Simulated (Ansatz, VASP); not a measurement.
**K in VASP and in Ansatz**

INCAR

```
ALGO = Normal ; EDIFF = 1E-6
ENCUT = 520 ; GGA = PE
ISIF = 2 ; ISMEAR = -1
LASPH = True ; LCHARG = False
LREAL = False ; LWAVE = False
NBANDS = 16 ; NELM = 100
PREC = Accurate ; SIGMA = 0.08
```

Contents of KPOINTS:

```
k-points
0
Gamma
  10 10 6
```

POSCAR

```
K
1.0
    4.4530699366      0.0000000000      0.0000000000
   -2.2265349683      3.8564716899      0.0000000000
    0.0000000000      0.0000000000      7.2139732973
K
2
Direct
    0.3333333333      0.6666666667      0.2500000000
    0.6666666667      0.3333333333      0.7500000000
```

Input for Ansatz:

```yaml
crystal:
  lattice:
    - [4.4530699366, 0.0, 0.0]
    - [-2.2265349683, 3.8564716899, 0.0]
    - [0.0, 0.0, 7.2139732973]
  atoms:
    - { symbol: K, position: [0.3333333333, 0.6666666667, 0.25] }
    - { symbol: K, position: [0.6666666667, 0.3333333333, 0.75] }
kpoints:
  mp_grid: { grid: [10, 10, 6] }
  band_path:
    path:
      - [0.0, 0.0, 0.0]
      - [0.5, 0.0, 0.0]
      - [0.3333333333, 0.3333333333, 0.0]
      - [0.0, 0.0, 0.0]
      - [0.0, 0.0, 0.5]
      - [0.5, 0.0, 0.5]
      - [0.3333333333, 0.3333333333, 0.5]
      - [0.0, 0.0, 0.5]
      - [0.5, 0.0, 0.5]
    npoints: 8
scf:
  occupations: { method: fermi_dirac, width: 0.08 }
hamiltonian:
  xc: pbe
  pseudopotentials: { kind: all_electron, lapw: { basis_error: 0.001 } }
output:
  forces: true
  stress: true
  eigenvalues: true
  populations: true
  dos: { projected: true, de: 0.2, e_range: [-14, 8] }
```

Change from the starting cell: volume scaled by 0.84, LAPW.

Alike in both runs: task single point; functional PBE; k mesh 10 × 10 × 6; occupations fermi-dirac, width 0.08 eV; no spin polarisation.

|  | VASP | Ansatz |
| --- | --- | --- |
| version | VASP 6.6.1 | Ansatz 0.2.0 |
| potentials or method | VASP PAW PBE potentials, release 64 (K_sv), cutoff 520 eV | all-electron LAPW, scalar-relativistic |

```csv
,VASP,Ansatz,Ansatz less VASP
pressure (GPa),0.9,0.9,+0.01
```

Ansatz ran all-electron here, and VASP with PAW potentials.
